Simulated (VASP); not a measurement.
Write the native input for VASP 6.6.1 that does the following.

```yaml
Task: single point
Functional: HSE06
Potentials_or_basis: VASP PAW PBE potentials, release 64 (Si, O)
Cutoff: 520 eV
k_mesh: 4 × 4 × 6
Occupations: gaussian, width 0.01 eV
Spin: no spin polarisation
Dipole_correction: no
Grid_for_exact_exchange_PRECFOCK: Fast
Further_INCAR_settings: ALGO = Normal; EDIFF = 1e-07; NBANDS = 25
Share_of_exact_exchange: 0.25
Screening_parameter: 0.2079 1/Å
```

SiO2:

```
Si O
1.0
     4.31074    0.00000    0.00000
     0.00000    4.31074    0.00000
     0.00000    0.00000    2.63181
Si O
2 4
Direct
  0.00000 0.00000 0.00000
  0.50000 0.50000 0.50000
  0.30996 0.30996 0.00000
  0.19004 0.80996 0.50000
  0.80996 0.19004 0.50000
  0.69004 0.69004 0.00000
```

This cell differs from its parent crystal: epitaxial xy strain +3.0%.

One way to write it, as run:

POSCAR

```
SiO2
1.0
    4.3107444626      0.0000000000      0.0000000000
    0.0000000000      4.3107444626      0.0000000000
    0.0000000000      0.0000000000      2.6318110664
Si O
2 4
Direct
    0.0000000000      0.0000000000      0.0000000000
    0.5000000000      0.5000000000      0.5000000000
    0.3099557583      0.3099557583      0.0000000000
    0.1900442417      0.8099557583      0.5000000000
    0.8099557583      0.1900442417      0.5000000000
    0.6900442417      0.6900442417      0.0000000000
```

INCAR.step1

```
SYSTEM = SiO2
  PREC = Accurate
  ENCUT = 520
  EDIFF = 1E-5
  ISMEAR = 0
  SIGMA = 0.01
  LREAL = .FALSE.
  LASPH = .TRUE.
  NELM = 60
  ALGO = Normal
  ISIF = 2
  LWAVE = .TRUE.
  LCHARG = .FALSE.
  GGA = PE
  NBANDS = 25
  KPAR = 4
```

INCAR.step2

```
SYSTEM = SiO2
  PREC = Accurate
  ENCUT = 520
  EDIFF = 1E-7
  ISMEAR = 0
  SIGMA = 0.01
  LREAL = .FALSE.
  LASPH = .TRUE.
  NELM = 60
  ALGO = Normal
  ISIF = 2
  LWAVE = .FALSE.
  LCHARG = .FALSE.
  GGA = PE
  LHFCALC = .TRUE.
  HFSCREEN = 0.2079
  PRECFOCK = Fast
  ISTART = 1
  NBANDS = 25
  KPAR = 4
```

KPOINTS

```
regular mesh
0
G
  4 4 6
  0 0 0
```

Potentials or basis: VASP PAW PBE potentials, release 64 (Si, O).

The run is started by

```sh
$ cat potpaw_PBE.64/Si/POTCAR potpaw_PBE.64/O/POTCAR > POTCAR
$ cp INCAR.step1 INCAR
$ mpirun -np 4 vasp_std > vasp.out
$ cp INCAR.step2 INCAR
$ mpirun -np 4 vasp_std > vasp.out
```

It gave:

```
Pressure               : -10.6 GPa
Largest force          : 0.055 eV/Å
Band gap on the k mesh : 7.16 eV
```

Caveat: the cell differs from its parent crystal (epitaxial xy strain +3.0%); the stress differs along the axes, from -15 to -2 GPa; the structure was generated, so it needn't be the stable form of SiO2; the PAW data sets were made with another functional, which shifts forces and pressure a little.

Wall time 17 min on 4 MPI ranks on Oxide Virtual Turin-like Processor, on a shared host, peak memory 0.24 GiB a rank.
